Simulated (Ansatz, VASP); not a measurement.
Pb in VASP and in Ansatz

Contents of INCAR:

```
ALGO = Normal ; EDIFF = 1E-7
ENCUT = 520 ; GGA = PS
ISIF = 2 ; ISMEAR = -1
LASPH = T ; LCHARG = F
LREAL = F ; LWAVE = F
NBANDS = 36 ; NELM = 100
PREC = Accurate ; SIGMA = 0.1
```

KPOINTS

```
k-points
0
Gamma
  12 12 4
```

POSCAR

```
Pb
1.0
    3.3457237546      0.0000000000      0.0000000000
   -1.6728618773      2.8974817655      0.0000000000
    0.0000000000      0.0000000000     10.8602558843
Pb
4
Direct
    1.0000000000      1.0000000000      0.0000000000
    1.0000000000      1.0000000000      0.5000000000
    0.3333333333      0.6666666667      0.2500000000
    0.6666666667      0.3333333333      0.7500000000
```

Input for Ansatz:

```yaml
crystal:
  lattice:
    - [3.3457237546, 0.0, 0.0]
    - [-1.6728618773, 2.8974817655, 0.0]
    - [0.0, 0.0, 10.8602558843]
  atoms:
    - { symbol: Pb, position: [1.0, 1.0, 0.0] }
    - { symbol: Pb, position: [1.0, 1.0, 0.5] }
    - { symbol: Pb, position: [0.3333333333, 0.6666666667, 0.25] }
    - { symbol: Pb, position: [0.6666666667, 0.3333333333, 0.75] }
hamiltonian:
  xc: pbesol
  pseudopotentials:
    kind: paw
    azcp:
      Pb: "pseudopotentials/Pb.paw.azcp"
basis:
  ecutwfc: 420
  fft_grid_basis: typed
kpoints:
  mp_grid: { grid: [12, 12, 4], shift: [0, 0, 0] }
magnetization:
  spin_polarized: false
scf:
  occupations: { method: fermi_dirac, width: 0.1 }
  lower_state_search: "off"
output:
  stress: true
```

Alike in both runs: task single point; functional PBEsol; k mesh 12 × 12 × 4; occupations fermi-dirac, width 0.1 eV; no spin polarisation.

|  | VASP | Ansatz |
| --- | --- | --- |
| version | VASP 6.6.1 | Ansatz 0.2.0 |
| potentials or method | VASP PAW PBE potentials, release 64 (Pb_d), cutoff 520 eV | plane waves (420 eV) with PAW, scalar-relativistic |
| valence electrons in the cell | 56 | 56 |

```tsv
	VASP	Ansatz	Ansatz less VASP
pressure (GPa)	8.4	8.5	+0.09
traceless stress, the component that is largest in VASP (GPa)	0.53	0.53	+0.002
```

VASP's potentials were made for PBE, not for PBEsol, and Ansatz warns of the same on its side.

Spin-orbit coupling is off throughout.
